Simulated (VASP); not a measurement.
Set up this calculation in VASP 6.6.1, as the native input.

| Item | Value |
| --- | --- |
| Task | single point |
| Functional | PBEsol |
| Potentials or basis | VASP PAW PBE potentials, release 64 (Al, Cu) |
| Cutoff | 520 eV |
| k mesh | 12 × 12 × 12 |
| Occupations | gaussian, width 0.1 eV |
| Spin | no spin polarisation |
| Dipole correction | no |
| Further INCAR settings | ALGO = Normal; EDIFF = 1e-07; NBANDS = 26 |

The structure of AlCu3 lies in POSCAR:

```
AlCu3
1.0
    3.6318704092      0.0000000000      0.0000000000
    0.0000000000      3.6318704092      0.0000000000
    0.0000000000      0.0000000000      3.6318704092
Al Cu
1 3
Direct
    0.0000000000      0.0000000000      0.0000000000
    0.5000000000      0.5000000000      0.0000000000
    0.5000000000      0.0000000000      0.5000000000
    0.0000000000      0.5000000000      0.5000000000
```

One way to write it, as run:

INCAR

```
SYSTEM = AlCu3
PREC = Accurate ; ENCUT = 520
EDIFF = 1E-7 ; ISMEAR = 0
SIGMA = 0.1 ; LREAL = .False.
LASPH = .True. ; NELM = 100
ALGO = Normal ; ISIF = 2
LWAVE = .False. ; LCHARG = .False.
GGA = PS ; NBANDS = 26
```

KPOINTS

```
Automatic mesh
0
Gamma
  12 12 12
  0 0 0
```

Potentials or basis: VASP PAW PBE potentials, release 64 (Al, Cu).

Launch:

```sh
$ cat potpaw_PBE.64/Al/POTCAR potpaw_PBE.64/Cu/POTCAR > POTCAR
$ mpirun -np 1 vasp_std > vasp.out
```

Results of the run:

```json
{
  "Pressure": "0.6 GPa",
  "Band gap on the k mesh": "zero (band 18 reaches 12.44 eV, above the bottom of band 19 at 6.89 eV)"
}
```

Caveat: the PAW data sets were made with another functional, which shifts forces and pressure a little.

Wall time 55 s on 1 thread of Intel(R) Xeon(R) Platinum 8488C (Sapphire Rapids), on a shared host, peak memory 0.21 GiB.
